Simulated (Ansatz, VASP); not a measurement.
## One calculation of Ba, two programs

The input INCAR:

```
SYSTEM = Ba
PREC     = Accurate       ! precision mode
ENCUT    = 520            ! plane-wave cutoff, eV
EDIFF    = 1E-6           ! SCF threshold, eV
ISMEAR   = -1             ! smearing method
SIGMA    = 0.1            ! smearing width, eV
LREAL    = .False.        ! projectors in reciprocal space
LASPH    = .True.         ! aspherical terms in the spheres
NELM     = 60             ! most SCF steps
ALGO     = Normal         ! electronic algorithm
ISIF     = 2              ! what is computed and relaxed
LWAVE    = .False.        ! write WAVECAR
LCHARG   = .True.         ! write CHGCAR
GGA      = RP             ! functional
LELF     = .True.         ! ELF
LVHAR    = .True.       
NBANDS   = 17             ! bands
```

Contents of KPOINTS:

```
regular mesh
0
Gamma
  9 9 5
  0 0 0
```

File POSCAR:

```
Ba
1.0
    4.5965929422      0.0000000000      0.0000000000
   -2.2982964711      3.9807662588      0.0000000000
    0.0000000000      0.0000000000      7.5429549817
Ba
2
Direct
    0.3333333333      0.6666666667      0.2500000000
    0.6666666667      0.3333333333      0.7500000000
```

Input for Ansatz:

```yaml
crystal:
  lattice:
    - [4.5965929422, 0.0, 0.0]
    - [-2.2982964711, 3.9807662588, 0.0]
    - [0.0, 0.0, 7.5429549817]
  atoms:
    - { symbol: Ba, position: [0.3333333333, 0.6666666667, 0.25] }
    - { symbol: Ba, position: [0.6666666667, 0.3333333333, 0.75] }
hamiltonian:
  xc: rpbe
  pseudopotentials:
    kind: paw
    azcp:
      Ba: "pseudopotentials/Ba.paw.azcp"
basis:
  ecutwfc: 420
  fft_grid_basis: typed
kpoints:
  mp_grid: { grid: [9, 9, 5], shift: [0, 0, 0] }
magnetization:
  spin_polarized: false
scf:
  occupations: { method: fermi_dirac, width: 0.1 }
  lower_state_search: "off"
output:
  stress: true
  write_density: true
  write_potential: true
  elf: true
  volumetric_format: npy
```

Alike in both runs: task single point; functional RPBE; k mesh 9 × 9 × 5; occupations fermi-dirac, width 0.1 eV; no spin polarisation.

|  | VASP | Ansatz |
| --- | --- | --- |
| version | VASP 6.6.1 | Ansatz 0.2.0 |
| potentials or method | VASP PAW PBE potentials, release 64 (Ba_sv), cutoff 520 eV | plane waves (420 eV) with PAW, scalar-relativistic |
| valence electrons in the cell | 20 | 20 |

|  | VASP | Ansatz | Ansatz less VASP |
| --- | --- | --- | --- |
| pressure (GPa) | 0.1 | 0.1 | -0.03 |

VASP's potentials were made for PBE, not for RPBE. With one functional, cell and mesh, what is left measures potentials, basis and numerics.

Spin-orbit coupling is off throughout.
